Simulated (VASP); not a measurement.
Ru, 2 atoms in the cell. Symmetry: P6_3/mmc, No. 194, hexagonal system. The conventional cell has a = 2.690 Å, b = 2.690 Å, c = 4.252 Å, α = 90.00°, β = 90.00°, γ = 120.00°. Ru (site symmetry -6m2) has 12 Ru at 2.63 to 2.69 Å within 3.5 Å. 

| Property | Result |
| --- | --- |
| Program | VASP 6.6.1 |
| Task | single point |
| Functional | PBEsol |
| Potentials or basis | VASP PAW PBE potentials, release 64 (Ru_pv) |
| Cutoff | 520 eV |
| k mesh | 15 × 15 × 8 |
| Occupations | gaussian, width 0.1 eV |
| Spin | no spin polarisation |
| Dipole correction | no |
| Further INCAR settings | ALGO = Fast; EDIFF = 1e-06; NBANDS = 21 |

Potentials or basis: VASP PAW PBE potentials, release 64 (Ru_pv).

Launch:

```sh
$ cat potpaw_PBE.64/Ru_pv/POTCAR > POTCAR
$ mpirun -np 1 vasp_std > vasp.out
```

Hardware: 1 thread of Intel(R) Xeon(R) 6975P-C (Granite Rapids) (shared host).

**Question.** Estimate the wall time of this run.

**Answer.** Run time: 25 s on 1 thread of Intel(R) Xeon(R) 6975P-C (Granite Rapids), on a shared host, peak memory 0.17 GiB. Counts: scf iterations 13, k points 135.
